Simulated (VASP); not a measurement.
A run of VASP 6.6.1:

Contents of INCAR:

```
  PREC = Accurate
  ENCUT = 600
  EDIFF = 1E-6
  ISMEAR = 0
  SIGMA = 0.1
  LREAL = F
  LASPH = T
  NELM = 100
  ALGO = Normal
  ISIF = 3
  LWAVE = F
  LCHARG = F
  GGA = CA
  IBRION = 2
  NSW = 70
  EDIFFG = -0.005
```

Contents of KPOINTS:

```
regular mesh
0
Gamma
  14 14 14
```

POSCAR

```
YS
1.0
    0.0000000000      2.7648615998      2.7648615998
    2.7648615998      0.0000000000      2.7648615998
    2.7648615998      2.7648615998      0.0000000000
Y S
1 1
Direct
    0.5000000000      0.5000000000      0.5000000000
    0.0000000000      0.0000000000      0.0000000000
```

Potentials or basis: VASP PAW LDA potentials, release 64 (Y_sv, S).

Run with:

```sh
$ cat potpaw_LDA.64/Y_sv/POTCAR potpaw_LDA.64/S/POTCAR > POTCAR
$ mpirun -np 1 vasp_std > vasp.out
```

Hardware: 1 thread of Intel(R) Xeon(R) 6975P-C (Granite Rapids) (shared host).

Problem. Estimate the wall time of this run.

Solution. Run time: 99 s on 1 thread of Intel(R) Xeon(R) 6975P-C (Granite Rapids), with other jobs on the host, peak memory 0.22 GiB. Counts: scf iterations 47, k points 104, ion steps 6.
